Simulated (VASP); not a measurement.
# MgS (P6_3/mmc) in VASP: notebook, part 2 of 2

VASP 6.6.1. The steps go on from the part before.

## Step 6: Single point, PBE (volume changed by +6%)

INCAR

```
SYSTEM = MgS
  ALGO = Normal
  EDIFF = 1E-6
  ENCUT = 520
  GGA = PE
  ISIF = 2
  ISMEAR = 0
  LASPH = .True.
  LCHARG = .False.
  LREAL = .False.
  LWAVE = .False.
  NBANDS = 16
  NELM = 80
  PREC = Accurate
  SIGMA = 0.01
```

KPOINTS

```
k-points
0
Gamma
  6 6 4
  0 0 0
```

POSCAR

```
MgS
1.0
    4.4036638462      0.0000000000      0.0000000000
   -2.2018319231      3.8136847605      0.0000000000
    0.0000000000      0.0000000000      5.4246372211
Mg S
2 2
Direct
    0.3333333333      0.6666666667      0.2500000000
    0.6666666667      0.3333333333      0.7500000000
    0.6666666667      0.3333333333      0.2500000000
    0.3333333333      0.6666666667      0.7500000000
```

Potentials or basis: VASP PAW PBE potentials, release 64 (Mg, S).

On the command line:

```
$ cat potpaw_PBE.64/Mg/POTCAR potpaw_PBE.64/S/POTCAR > POTCAR
$ mpirun -np 1 vasp_std > vasp.out
```

OUTCAR:

```text
SYSTEM = MgS
   EDIFF = 1E-6
   ENCUT = 520
   GGA = PE
   ISIF = 2
   ISMEAR = 0
   LASPH = .True.
   LREAL = .False.
   NELM = 80
   PREC = Accurate

 ion  position               nearest neighbor table
   1  0.333  0.667  0.250-   3 2.54   3 2.54   3 2.54   4 2.71   4 2.71
   2  0.667  0.333  0.750-   4 2.54   4 2.54   4 2.54   3 2.71   3 2.71
   3  0.667  0.333  0.250-   1 2.54   1 2.54   1 2.54   2 2.71   2 2.71
   4  0.333  0.667  0.750-   2 2.54   2 2.54   2 2.54   1 2.71   1 2.71

[... 596 lines left out ...]
  Direction    XX          YY          ZZ          XY          YZ          ZX
  --------------------------------------------------------------------------------------
  -------------------------------------------------------------------------------------
  Total       -1.8963962     -1.8963962     -1.7725203      0.0000000     -0.0000000     -0.0000000
  in kB      -33.3510884    -33.3510884    -31.1725367      0.0000000     -0.0000000     -0.0000000
  external PRESSURE =     -32.6249045 kB  Pullay stress =       0.0000000 kB

 VOLUME and BASIS-vectors are now :
 -----------------------------------------------------------------------------
  energy-cutoff  :      520.00
  volume of cell :       91.10
      direct lattice vectors                 reciprocal lattice vectors
     4.403663846  0.000000000  0.000000000     0.227083636  0.131106799  0.000000000
    -2.201831923  3.813684761  0.000000000     0.000000000  0.262213597  0.000000000
     0.000000000  0.000000000  5.424637221     0.000000000  0.000000000  0.184344125

 POSITION                                       TOTAL-FORCE (eV/Angst)
 -----------------------------------------------------------------------------------
     -0.00000      2.54246      1.35616        -0.000000      0.000000      0.000000
      2.20183      1.27123      4.06848         0.000000     -0.000000      0.000000
      2.20183      1.27123      1.35616         0.000000     -0.000000      0.000000
     -0.00000      2.54246      4.06848        -0.000000      0.000000     -0.000000
 -----------------------------------------------------------------------------------
    total drift:                               -0.000000      0.000000     -0.000000

  FREE ENERGIE OF THE ION-ELECTRON SYSTEM (eV)
  ---------------------------------------------------
  free  energy   TOTEN  =       -16.8222788540 eV

  energy  without entropy=      -16.8222788540  energy(sigma->0) =      -16.82227885
```

OSZICAR:

```text
N       E                     dE             d eps       ncg     rms          rms(c)
DAV:   1     0.596724121681E+02    0.59672E+02   -0.58202E+03   672   0.800E+02
DAV:   2    -0.119757537115E+02   -0.71648E+02   -0.64187E+02   976   0.134E+02
DAV:   3    -0.177965177728E+02   -0.58208E+01   -0.57930E+01   920   0.420E+01
DAV:   4    -0.178675840387E+02   -0.71066E-01   -0.71058E-01   832   0.558E+00
DAV:   5    -0.178689591333E+02   -0.13751E-02   -0.13751E-02   936   0.799E-01    0.574E+00
DAV:   6    -0.168944990997E+02    0.97446E+00   -0.14317E+00   728   0.553E+00    0.436E+00
DAV:   7    -0.168129620364E+02    0.81537E-01   -0.37705E-01   872   0.287E+00    0.315E+00
DAV:   8    -0.168242891303E+02   -0.11327E-01   -0.42065E-02   768   0.133E+00    0.193E+00
DAV:   9    -0.168217474896E+02    0.25416E-02   -0.39710E-03   784   0.422E-01    0.517E-01
DAV:  10    -0.168222502575E+02   -0.50277E-03   -0.20670E-03   792   0.206E-01    0.119E-01
DAV:  11    -0.168222719574E+02   -0.21700E-04   -0.16547E-04   840   0.668E-02    0.830E-02
DAV:  12    -0.168222772544E+02   -0.52970E-05   -0.28393E-05   808   0.276E-02    0.154E-02
DAV:  13    -0.168222789451E+02   -0.16907E-05   -0.14403E-06   872   0.626E-03    0.136E-03
DAV:  14    -0.168222788540E+02    0.91063E-07   -0.88097E-08   616   0.172E-03
   1 F= -.16822279E+02 E0= -.16822279E+02  d E =-.598572E-51
```

stdout:

```text
POSCAR found type information on POSCAR MgS
 POSCAR found :  2 types and       4 ions
 scaLAPACK will be used
 LDA part: xc-table for (Slater+PW92), standard interpolation
 POSCAR, INCAR and KPOINTS ok, starting setup
 FFT: planning ... GRIDC
 FFT: planning ... GRID_SOFT
 FFT: planning ... GRID
 WAVECAR not read
 entering main loop
```

It took 27 s on 1 thread of Intel Xeon 6975P-C, shared host; peak memory 0.22 GiB.

Results:

```
Free energy            : -16.8223 eV
Pressure               : -3.3 GPa
Band gap on the k mesh : 2.65 eV, direct
```

Levels at points of the mesh, in eV from the valence-band top:
| k point | band 4 | band 5 | band 6 | band 7 | band 8 | band 9 | band 10 | band 11 | band 12 | band 13 |
| --- | --- | --- | --- | --- | --- | --- | --- | --- | --- | --- |
| (0.00, 0.00, 0.00) | -1.83 | -1.83 | -0.78 | -0.78 | 0.00 | 2.65 | 2.85 | 5.97 | 5.97 | 7.62 |
| (0.50, 0.00, 0.00) | -2.45 | -2.42 | -2.38 | -1.42 | -0.74 | 3.37 | 4.95 | 6.13 | 6.58 | 7.12 |
| (0.00, 0.00, 0.50) | -2.23 | -1.33 | -1.33 | -1.33 | -1.33 | 4.38 | 4.38 | 5.96 | 5.96 | 5.96 |
| (0.50, 0.00, 0.50) | -3.86 | -1.71 | -1.71 | -0.74 | -0.74 | 4.43 | 4.43 | 6.28 | 6.28 | 8.59 |

## Step 7: Summary

```tsv
cell	gap on the mesh (eV)	pressure (GPa)
a = 4.231, b = 4.231, c = 5.212 Å, angles 90.0, 90.0, 120.0°, 4 atoms	3.10	4.0
a = 4.275, b = 4.275, c = 5.267 Å, angles 90.0, 90.0, 120.0°, 4 atoms	3.04	1.8
a = 4.319, b = 4.319, c = 5.320 Å, angles 90.0, 90.0, 120.0°, 4 atoms	2.91	-0.2
a = 4.362, b = 4.362, c = 5.373 Å, angles 90.0, 90.0, 120.0°, 4 atoms	2.78	-1.8
a = 4.404, b = 4.404, c = 5.425 Å, angles 90.0, 90.0, 120.0°, 4 atoms	2.65	-3.3
```

Alike in all rows: task single point; level PBE; potentials or basis VASP PAW PBE potentials, release 64 (Mg, S); no spin polarisation; k mesh 6 × 6 × 4; cutoff (eV) 520; smearing gaussian 0.01 eV.

Total energies depend on the potentials used, so only differences within one code and one set of settings carry meaning.
